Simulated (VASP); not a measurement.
**SnSe: single point with PBEsol**

SnSe:

```
Sn Se
1.0
     0.00000    2.79231    2.79231
     2.79231    0.00000    2.79231
     2.79231    2.79231    0.00000
Sn Se
1 1
Direct
  0.00000 0.00000 0.00000
  0.50000 0.50000 0.50000
```

| Quantity | Value |
| --- | --- |
| Program | VASP 6.6.1 |
| Task | single point |
| Functional | PBEsol |
| Potentials or basis | VASP PAW PBE potentials, release 64 (Sn_d, Se) |
| Cutoff | 520 eV |
| k mesh | 5 × 5 × 5 |
| Occupations | fermi-dirac, width 0.01 eV |
| Spin | no spin polarisation |

| Item | Value |
| --- | --- |
| Pressure | 15.1 GPa |

Levels at points of the mesh, in eV from the Fermi level:
```csv
k point,band 8,band 9,band 10,band 11,band 12,band 13
"(0.00, 0.00, 0.00)",-3.54,-3.54,-3.54,4.52,4.52,4.52
```

Run time: 13 s on 1 thread of Intel Xeon 8259CL, on a shared host, peak memory 0.16 GiB.

Caveat: this odd mesh misses L, where the gap lies, so gap, dielectric constants and Born charges aren't listed; the PAW data sets were made with another functional, which shifts forces and pressure a little; spin-orbit coupling is left out, which moves the levels of the heavy elements.
